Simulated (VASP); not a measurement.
Write the native input for VASP 6.6.1 that does the following.

```yaml
Task: single point
Functional: r2SCAN
Potentials_or_basis: VASP PAW PBE potentials, release 64 (Al, O)
Cutoff: 520 eV
k_mesh: 12 × 12 × 4
Occupations: gaussian, width 0.05 eV
Spin: no spin polarisation
Dipole_correction: no
Further_INCAR_settings: ALGO = Normal; EDIFF = 1e-06; NBANDS = 20
```

Al2O3:

```
CELL_PARAMETERS angstrom
3.25888 0.00000 0.00000
-1.62944 2.82227 0.00000
0.00000 0.00000 7.27165
ATOMIC_POSITIONS crystal
Al 0.00000 0.00000 0.27795
Al 0.00000 0.00000 0.72205
O 0.33333 0.66667 0.19945
O 0.66667 0.33333 0.80055
O 0.00000 0.00000 0.50000
```

This cell differs from its parent crystal: strain +0.080 along x and y, -0.040 along z.

One way to write it, as run:

POSCAR

```
Al2O3
1.0
    3.2588811475      0.0000000000      0.0000000000
   -1.6294405738      2.8222738617      0.0000000000
    0.0000000000      0.0000000000      7.2716505621
Al O
2 3
Direct
    0.0000000000      0.0000000000      0.2779510000
    0.0000000000      0.0000000000      0.7220490000
    0.3333333333      0.6666666667      0.1994540000
    0.6666666667      0.3333333333      0.8005460000
    0.0000000000      0.0000000000      0.5000000000
```

INCAR.step1

```
SYSTEM = Al2O3
PREC = Accurate
ENCUT = 520
ISMEAR = 0
SIGMA = 0.05
LREAL = .FALSE.
LASPH = .TRUE.
NELM = 100
NBANDS = 20
GGA = PE
ALGO = Normal
EDIFF = 1E-4
LWAVE = .TRUE.
LCHARG = .FALSE.
```

INCAR.step2

```
SYSTEM = Al2O3
PREC = Accurate
ENCUT = 520
EDIFF = 1E-6
ISMEAR = 0
SIGMA = 0.05
LREAL = .FALSE.
LASPH = .TRUE.
NELM = 100
ALGO = Normal
ISIF = 2
LWAVE = .FALSE.
LCHARG = .FALSE.
METAGGA = R2SCAN
LMIXTAU = .TRUE.
NBANDS = 20
ISTART = 1
```

KPOINTS

```
Automatic mesh
0
G
  12 12 4
  0 0 0
```

Potentials or basis: VASP PAW PBE potentials, release 64 (Al, O).

Command:

```bash
$ cat potpaw_PBE.64/Al/POTCAR potpaw_PBE.64/O/POTCAR > POTCAR
$ cp INCAR.step1 INCAR
$ mpirun -np 1 vasp_std > vasp.out
$ cp INCAR.step2 INCAR
$ mpirun -np 1 vasp_std > vasp.out
```

Results of the run:

* Pressure: -14.3 GPa
* Largest force: 3.034 eV/Å
* Band gap on the k mesh: 3.26 eV, direct

Caveat: the cell differs from its parent crystal (strain +0.080 along x and y, -0.040 along z); the PAW data sets were made with another functional, which shifts forces and pressure a little.

It took 2.2 min on 1 thread of Intel(R) Xeon(R) 6975P-C (Granite Rapids), on a shared host, peak memory 0.22 GiB.
